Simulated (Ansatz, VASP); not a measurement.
Two plane-wave programs on Ti2VC3

INCAR

```
SYSTEM = Ti2VC3
ALGO     = Normal         ! electronic algorithm
DIPOL    = 0.5 0.5 0.500
EDIFF    = 1E-6           ! SCF threshold, eV
ENCUT    = 520            ! plane-wave cutoff, eV
GGA      = CA             ! functional
IDIPOL   = 3            
ISIF     = 2              ! what is computed and relaxed
ISMEAR   = -1             ! smearing method
LASPH    = .True.         ! aspherical terms in the spheres
LCHARG   = .False.        ! write CHGCAR
LDIPOL   = .True.       
LREAL    = .False.        ! projectors in reciprocal space
LWAVE    = .False.        ! write WAVECAR
NBANDS   = 34             ! bands
NELM     = 80             ! most SCF steps
PREC     = Accurate       ! precision mode
SIGMA    = 0.08           ! smearing width, eV
```

File KPOINTS:

```
k-points
0
Gamma
  11 11 1
  0 0 0
```

The input POSCAR:

```
Ti2VC3
1.0
    3.0129104802      0.0000000000      0.0000000000
    0.0000000000      3.0129104802      0.0000000000
    0.0000000000      0.0000000000     20.2609000000
Ti C V
2 3 1
Direct
    0.2500000000      0.2500000000      0.3984135269
    0.2500000000      0.2500000000      0.6015864721
    0.7500000000      0.7500000000      0.3939089911
    0.2500000000      0.2500000000      0.4999999982
    0.7500000000      0.7500000000      0.6060910097
    0.7500000000      0.7500000000      0.5000000019
```

Input for Ansatz:

```yaml
crystal:
  lattice:
    - [3.0129104802, 0.0, 0.0]
    - [0.0, 3.0129104802, 0.0]
    - [0.0, 0.0, 20.2609]
  atoms:
    - { symbol: Ti, position: [0.25, 0.25, 0.3984135269] }
    - { symbol: C, position: [0.75, 0.75, 0.3939089911] }
    - { symbol: V, position: [0.75, 0.75, 0.5000000019] }
    - { symbol: C, position: [0.25, 0.25, 0.4999999982] }
    - { symbol: Ti, position: [0.25, 0.25, 0.6015864721] }
    - { symbol: C, position: [0.75, 0.75, 0.6060910097] }
kpoints:
  mp_grid: { grid: [11, 11, 1] }
scf:
  occupations: { method: fermi_dirac, width: 0.08 }
hamiltonian:
  xc: lda
  pseudopotentials: { kind: paw }
output:
  forces: true
  stress: true
  eigenvalues: true
efield:
  axis: 3
  amplitude: 0
  dipole_correction: true
```

Alike in both runs: task single point; functional LDA; k mesh 11 × 11 × 1; occupations fermi-dirac, width 0.08 eV; no spin polarisation.

|  | VASP | Ansatz |
| --- | --- | --- |
| version | VASP 6.6.1 | Ansatz 0.2.0 |
| potentials or method | VASP PAW LDA potentials, release 64 (Ti_sv, C, V_sv) | PAW with Ansatz's default frozen-core files, scalar-relativistic |
| plane-wave cutoff (eV) | 520 | 420 |
| valence electrons in the cell | 49 | 49 |

```tsv
	VASP	Ansatz	Ansatz less VASP
rms of the force components (eV/Å)	0.245	0.257	+0.0115
```

LDA's correlation is that of Perdew and Zunger in VASP and of Perdew and Wang (1992) in Ansatz.
